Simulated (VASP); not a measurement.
A run of VASP 6.6.1 is set up as follows.

INCAR

```
SYSTEM = AlNi3
PREC     = Accurate       ! precision mode
ENCUT    = 590            ! plane-wave cutoff, eV
EDIFF    = 1E-6           ! SCF threshold, eV
ISMEAR   = -1             ! smearing method
SIGMA    = 0.05           ! smearing width, eV
LREAL    = .False.        ! projectors in reciprocal space
LASPH    = .True.         ! aspherical terms in the spheres
NELM     = 200            ! most SCF steps
ALGO     = Normal         ! electronic algorithm
ISIF     = 2              ! what is computed and relaxed
LWAVE    = .False.        ! write WAVECAR
LCHARG   = .False.        ! write CHGCAR
ISPIN    = 2              ! spin polarisation
MAGMOM   = 1 1 1 0        ! initial moments
LORBIT   = 11             ! projections on sites
NUPDOWN  = 3.0            ! fixed moment
LMAXMIX  = 4              ! l up to which the mixer works
GGA      = PS             ! functional
NBANDS   = 40             ! bands
GGA_COMPAT= .False.
```

Contents of KPOINTS:

```
Automatic mesh
0
Gamma
  7 7 7
  0 0 0
```

The input POSCAR:

```
AlNi3
1.0
    0.0000000000      2.8018887551      2.8018887551
    2.8018887551      0.0000000000      2.8018887551
    2.8018887551      2.8018887551      0.0000000000
Ni Al
3 1
Direct
    0.7500000000      0.7500000000      0.7500000000
    0.0000000000      0.0000000000      0.0000000000
    0.2500000000      0.2500000000      0.2500000000
    0.5000000000      0.5000000000      0.5000000000
```

Potentials or basis: VASP PAW PBE potentials, release 64 (Ni_sv_GW, Al).

Command:

```console
$ cat potpaw_PBE.64/Ni_sv_GW/POTCAR potpaw_PBE.64/Al/POTCAR > POTCAR
$ mpirun -np 1 vasp_std > vasp.out
```

Q: Predict the pressure.

A: 3.1 GPa.

Caveat: the PAW data sets were made with another functional, which shifts forces and pressure a little; the total moment is fixed, so each spin has its own Fermi level.
